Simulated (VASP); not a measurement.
# MgB2 (P6/mmm) in VASP: settings compared

Aim: see how the results for MgB2 move with the level of theory and the settings. Levels: PBEsol, LDA, PBE. Tasks: vibrations by perturbation theory, electric field gradients, density of states.

Everything below comes from runs of VASP 6.6.1. Logs are shortened: lines on timing, memory, paths and dates and some standing lists are left out, and cuts for length are marked.

## (1) The cell of the first run

The structure is hexagonal, space group P6/mmm (No. 191). The conventional cell has a = 3.085 Å, b = 3.085 Å, c = 3.523 Å, α = 90.00°, β = 90.00°, γ = 120.00°. Within 3.3 Å of Mg (site symmetry 6/mmm) lie 12 B at 2.51 Å and 6 Mg at 3.08 to 3.09 Å. B (site symmetry -6m2) has 3 B at 1.78 Å within 2.4 Å.

## (2) Vibrations by perturbation theory, PBEsol

INCAR

```
ALGO = Normal
EDIFF = 1E-8
ENCUT = 520
GGA = PS
IBRION = 8
ISIF = 2
ISMEAR = -1
LASPH = T
LCHARG = T
LREAL = F
LWAVE = F
NBANDS = 11
NELM = 100
NSW = 1
PREC = Accurate
SIGMA = 0.05
```

KPOINTS

```
k-points
0
Gamma
  8 8 6
```

POSCAR

```
MgB2
1.0
    3.0850000000      0.0000000000      0.0000000000
   -1.5425000000      2.6716883707      0.0000000000
    0.0000000000      0.0000000000      3.5230000000
Mg B
1 2
Direct
    0.0000000000      0.0000000000      0.0000000000
    0.6666666667      0.3333333333      0.5000000000
    0.3333333333      0.6666666667      0.5000000000
```

Potentials or basis: VASP PAW PBE potentials, release 64 (Mg, B).

Launch:

```bash
$ cat potpaw_PBE.64/Mg/POTCAR potpaw_PBE.64/B/POTCAR > POTCAR
$ mpirun -np 1 vasp_std > vasp.out
```

OUTCAR:

```text
EDIFF = 1E-8
   ENCUT = 520
   GGA = PS
   IBRION = 8
   ISIF = 2
   ISMEAR = -1
   LASPH = T
   LREAL = F
   NELM = 100
   NSW = 1
   PREC = Accurate

 ion  position               nearest neighbor table
   1  0.000  0.000  0.000-   2 2.51   3 2.51   2 2.51   3 2.51   2 2.51   2 2.51   3 2.51   3 2.51
                             2 2.51   2 2.51   3 2.51   3 2.51
   2  0.667  0.333  0.500-   3 1.78   3 1.78   3 1.78   1 2.51   1 2.51   1 2.51   1 2.51   1 2.51
                             1 2.51
   3  0.333  0.667  0.500-   2 1.78   2 1.78   2 1.78   1 2.51   1 2.51   1 2.51   1 2.51   1 2.51
                             1 2.51

  LATTYP: Found a hexagonal cell.
 ALAT       =     3.0850000000
 C/A-ratio  =     1.1419773096

  Lattice vectors:

 A1 = (   3.0850000000,   0.0000000000,   0.0000000000)
 A2 = (  -1.5425000000,   2.6716883707,   0.0000000000)
 A3 = (   0.0000000000,   0.0000000000,   3.5230000000)

Analysis of symmetry for initial positions (statically):
=====================================================================
 Subroutine PRICEL returns:
 Original cell was already a primitive cell.

 Routine SETGRP: Setting up the symmetry group for a
 hexagonal supercell.

 Subroutine GETGRP returns: Found 24 space group operations
 (whereof 24 operations were pure point group operations)
 out of a pool of 24 trial point group operations.

The static configuration has the point symmetry D_6h.

Analysis of symmetry for dynamics (positions and initial velocities):
=====================================================================
 Subroutine PRICEL returns:
 Original cell was already a primitive cell.

 Routine SETGRP: Setting up the symmetry group for a
 hexagonal supercell.

 Subroutine GETGRP returns: Found 24 space group operations
 (whereof 24 operations were pure point group operations)
 out of a pool of 24 trial point group operations.

The dynamic configuration has the point symmetry D_6h.

 Subroutine INISYM returns: Found 24 space group operations
[... 515 lines left out ...]
      0.00000      0.00000      0.00000         0.000000      0.000000      0.000000
      1.54250      0.89056      1.76150        -0.000000      0.000000      0.000000
     -0.00000      1.78113      1.76150         0.000000     -0.000000      0.000000
 -----------------------------------------------------------------------------------
    total drift:                                0.000000     -0.000000      0.000000

  FREE ENERGIE OF THE ION-ELECTRON SYSTEM (eV)
  ---------------------------------------------------
  free  energy   TOTEN  =       -16.2116979695 eV

  energy  without entropy=      -16.2016009797  energy(sigma->0) =      -16.20664947

[... ionic steps 2 to 3 ...]

--------------------------------------- Ionic step        4  -------------------------------------------

------------------------ aborting loop because EDIFF is reached ----------------------------------------
[... 11 lines left out ...]
[... ionic steps 8 to 8 ...]

--------------------------------------- Ionic step        9  -------------------------------------------

 Free energy of the ion-electron system (eV)
  ---------------------------------------------------
  ---------------------------------------------------
  free energy    TOTEN  =        -0.04130479 eV

  energy without entropy =       -0.04130479

------------------------ aborting loop because EDIFF is reached ----------------------------------------

 INTERNAL STRAIN TENSOR  FOR ION    2  DIRECTION 3   (eV/Angst):
 -----------------------------------------------------------------------------
     0.00261  0.00000  0.00000
     0.00000  0.00261  0.00000
     0.00000 -0.00000 -0.00790

 INTERNAL STRAIN TENSOR FOR ION    3 for displacements in x,y,z  (eV/Angst):
          X           Y           Z          XY          YZ          ZX
  --------------------------------------------------------------------------------
  x    -0.00000     0.00000     0.00000    -4.66440     0.00000     0.00000
  y    -4.66440     4.66440     0.00000    -0.00000     0.00000     0.00000
  z     0.00000     0.00000     0.00000     0.00000     0.00000     0.00000

 SECOND DERIVATIVES (NOT SYMMETRIZED)
 ------------------------------------
               1X          1Y          1Z          2X          2Y          2Z          3X          3Y          3Z
  1X    -4.609456    0.000000    0.000000    2.304728    0.000000    0.000000    2.304728    0.000000    0.000000
  1Y     0.000000   -4.609456    0.000000    0.000000    2.304728    0.000000    0.000000    2.304728    0.000000
  1Z     0.000000   -0.000000   -6.454181    0.000000    0.000000    3.227090    0.000000    0.000000    3.227090
  2X     2.299984    0.000000    0.000000   -5.701969    0.000000    0.000000    3.401985   -0.000000    0.000000
  2Y     0.000000    2.299984    0.000000    0.000000   -5.701969    0.000000    0.000000    3.401985    0.000000
  2Z    -0.000000    0.000000    3.226822    0.000000    0.000000  -10.898832    0.000000    0.000000    7.672009
  3X     2.299984    0.000000    0.000000    3.401985   -0.000000    0.000000   -5.701969    0.000000    0.000000
  3Y     0.000000    2.299984    0.000000    0.000000    3.401985    0.000000    0.000000   -5.701969    0.000000
  3Z    -0.000000    0.000000    3.226822    0.000000    0.000000    7.672009    0.000000    0.000000  -10.898832

 Eigenvectors and eigenvalues of the dynamical matrix
 ----------------------------------------------------

   1 f  =   20.489605 THz   128.739983 2PiTHz  683.459644 cm-1    84.738158 meV
             X         Y         Z           dx          dy          dz
      0.000000  0.000000  0.000000    -0.000000    0.000000    0.000000
      1.542500  0.890563  1.761500    -0.000000    0.000000   -0.707107
     -0.000000  1.781126  1.761500     0.000000   -0.000000    0.707107
[... 43 lines left out ...]
   9 f/i=    0.005100 THz     0.032042 2PiTHz    0.170104 cm-1     0.021090 meV
             X         Y         Z           dx          dy          dz
      0.000000  0.000000  0.000000     0.009359   -0.727055    0.000000
      1.542500  0.890563  1.761500     0.006249   -0.485400    0.000000
     -0.000000  1.781126  1.761500     0.006249   -0.485400    0.000000

--------------------------------------------------------------------------------------------------------

 ELASTIC MODULI CONTR FROM IONIC RELAXATION (kBar)
 Direction    XX          YY          ZZ          XY          YZ          ZX
 --------------------------------------------------------------------------------
 XX        -263.7236    263.7236      0.0000      0.0000     -0.0000      0.0000
 YY         263.7236   -263.7236     -0.0000     -0.0000      0.0000      0.0000
 ZZ           0.0000     -0.0000     -0.0000     -0.0000      0.0000      0.0000
 XY           0.0000     -0.0000     -0.0000   -263.7236     -0.0000      0.0000
 YZ          -0.0000      0.0000      0.0000     -0.0000     -0.0000      0.0000
 ZX           0.0000      0.0000      0.0000      0.0000      0.0000      0.0000
 --------------------------------------------------------------------------------
```

OSZICAR:

```text
N       E                     dE             d eps       ncg     rms          rms(c)
DAV:   1     0.456032128853E+01    0.45603E+01   -0.38520E+03   920   0.617E+02
DAV:   2    -0.171951215420E+02   -0.21755E+02   -0.20762E+02  1227   0.109E+02
DAV:   3    -0.177953415501E+02   -0.60022E+00   -0.59890E+00  1096   0.146E+01
[... 60 lines left out ...]
RMM:   4    -0.413125363780E-01   -0.28584E-03   -0.16085E-04  1704   0.626E-02    0.131E-02
RMM:   5    -0.413109018536E-01    0.16345E-05   -0.23817E-06  1764   0.975E-03    0.165E-03
RMM:   6    -0.413102509881E-01    0.65087E-06   -0.45364E-08  1808   0.119E-03    0.723E-04
RMM:   7    -0.413046038625E-01    0.56471E-05   -0.93122E-09  1740   0.496E-04    0.360E-05
RMM:   8    -0.413047865795E-01   -0.18272E-06   -0.54335E-09  1890   0.670E-05    0.139E-05
RMM:   9    -0.413047900174E-01   -0.34379E-08   -0.36543E-09  1890   0.369E-05    0.762E-07
 Linear response finished
```

Run time: 56 s. Hardware: 1 thread of Intel Xeon 6975P-C (Granite Rapids), shared host; peak memory 0.25 GiB.

What came out:

```yaml
Highest_phonon_frequency_at_Γ_LO-TO_splitting_left_out: 683 cm⁻¹
```

Phonon frequencies in cm⁻¹ (negative: imaginary):
```csv
q point,frequencies
"(0.000, 0.000, 0.000)",0 0 0 331 331 392 479 479 683
```

Caveat: the cell wasn't relaxed at this level first, which shifts response properties.

## (3) Vibrations by perturbation theory, LDA

INCAR

```
SYSTEM = MgB2
PREC     = Accurate       ! precision mode
ENCUT    = 520            ! plane-wave cutoff, eV
EDIFF    = 1E-8           ! SCF threshold, eV
ISMEAR   = -1             ! smearing method
SIGMA    = 0.05           ! smearing width, eV
LREAL    = .False.        ! projectors in reciprocal space
LASPH    = .True.         ! aspherical terms in the spheres
NELM     = 100            ! most SCF steps
ALGO     = Normal         ! electronic algorithm
ISIF     = 2              ! what is computed and relaxed
LWAVE    = .False.        ! write WAVECAR
LCHARG   = .True.         ! write CHGCAR
GGA      = CA             ! functional
IBRION   = 8              ! ionic algorithm
NSW      = 1              ! ionic steps
```

KPOINTS

```
regular mesh
0
Gamma
  7 7 6
  0 0 0
```

POSCAR is that of step 2.

Potentials or basis: VASP PAW LDA potentials, release 64 (Mg, B).

Launch:

```bash
$ cat potpaw_LDA.64/Mg/POTCAR potpaw_LDA.64/B/POTCAR > POTCAR
$ mpirun -np 1 vasp_std > vasp.out
```

OUTCAR:

```text
SYSTEM = MgB2
   PREC = Accurate
   ENCUT = 520
   EDIFF = 1E-8
   ISMEAR = -1
   LREAL = .False.
   LASPH = .True.
   NELM = 100
   ISIF = 2
   GGA = CA
   IBRION = 8
   NSW = 1

 ion  position               nearest neighbor table
   1  0.000  0.000  0.000-   2 2.51   3 2.51   2 2.51   3 2.51   2 2.51   2 2.51   3 2.51   3 2.51
                             2 2.51   2 2.51   3 2.51   3 2.51
   2  0.667  0.333  0.500-   3 1.78   3 1.78   3 1.78   1 2.51   1 2.51   1 2.51   1 2.51   1 2.51
                             1 2.51
   3  0.333  0.667  0.500-   2 1.78   2 1.78   2 1.78   1 2.51   1 2.51   1 2.51   1 2.51   1 2.51
                             1 2.51

  LATTYP: Found a hexagonal cell.
 ALAT       =     3.0850000000
 C/A-ratio  =     1.1419773096

  Lattice vectors:

[... 525 lines left out ...]
  --------------------------------------------------------------------------------
  x     0.00000     0.00000     0.00000    -3.64279     0.00000     0.00000
  y    -3.64279     3.64279     0.00000     0.00000     0.00000     0.00000
  z     0.00000     0.00000     0.00000     0.00000    -0.00000     0.00000

 SECOND DERIVATIVES (NOT SYMMETRIZED)
 ------------------------------------
               1X          1Y          1Z          2X          2Y          2Z          3X          3Y          3Z
  1X    -4.282471    0.000000    0.000000    2.141235    0.000000    0.000000    2.141235    0.000000    0.000000
  1Y     0.000000   -4.282471    0.000000    0.000000    2.141235    0.000000    0.000000    2.141235    0.000000
  1Z     0.000000   -0.000000   -6.049964    0.000000    0.000000    3.024982    0.000000    0.000000    3.024982
  2X     2.136954    0.000000    0.000000   -5.926510   -0.000000    0.000000    3.789556    0.000000    0.000000
  2Y    -0.000000    2.136954    0.000000   -0.000000   -5.926510    0.000000    0.000000    3.789556    0.000000
  2Z     0.000000   -0.000000    3.024114    0.000000    0.000000  -10.731165    0.000000    0.000000    7.707050
  3X     2.136954    0.000000    0.000000    3.789556    0.000000    0.000000   -5.926510   -0.000000    0.000000
  3Y    -0.000000    2.136954    0.000000    0.000000    3.789556    0.000000   -0.000000   -5.926510    0.000000
  3Z     0.000000   -0.000000    3.024114    0.000000    0.000000    7.707050    0.000000    0.000000  -10.731165

 Eigenvectors and eigenvalues of the dynamical matrix
 ----------------------------------------------------

   1 f  =   20.416309 THz   128.279452 2PiTHz  681.014760 cm-1    84.435031 meV
             X         Y         Z           dx          dy          dz
      0.000000  0.000000  0.000000    -0.000000    0.000000    0.000000
      1.542500  0.890563  1.761500    -0.000000    0.000000   -0.707107
     -0.000000  1.781126  1.761500     0.000000   -0.000000    0.707107
[... 43 lines left out ...]
   9 f/i=    0.004775 THz     0.030002 2PiTHz    0.159273 cm-1     0.019747 meV
             X         Y         Z           dx          dy          dz
      0.000000  0.000000  0.000000    -0.054771    0.725059    0.000000
      1.542500  0.890563  1.761500    -0.036565    0.484053    0.000000
     -0.000000  1.781126  1.761500    -0.036565    0.484053    0.000000

--------------------------------------------------------------------------------------------------------

 ELASTIC MODULI CONTR FROM IONIC RELAXATION (kBar)
 Direction    XX          YY          ZZ          XY          YZ          ZX
 --------------------------------------------------------------------------------
 XX        -150.7175    150.7175      0.0000     -0.0000      0.0000      0.0000
 YY         150.7175   -150.7175     -0.0000      0.0000     -0.0000      0.0000
 ZZ           0.0000     -0.0000     -0.0000      0.0000     -0.0000      0.0000
 XY          -0.0000      0.0000      0.0000   -150.7175      0.0000      0.0000
 YZ           0.0000     -0.0000     -0.0000      0.0000     -0.0000      0.0000
 ZX           0.0000      0.0000      0.0000      0.0000      0.0000      0.0000
 --------------------------------------------------------------------------------
```

Wall time 27 s (1 thread of Intel Xeon 6975P-C (Granite Rapids), shared host); peak memory 0.19 GiB.

What came out:

| Property | Result |
| --- | --- |
| Highest phonon frequency at Γ, LO-TO splitting left out | 681 cm⁻¹ |

Phonon frequencies in cm⁻¹ (negative: imaginary):
| q point | frequencies |
| --- | --- |
| (0.000, 0.000, 0.000) | 0 0 0 319 319 379 494 494 681 |

Caveat: the cell wasn't relaxed at this level first, which shifts response properties.

[end of part 1 of 2]
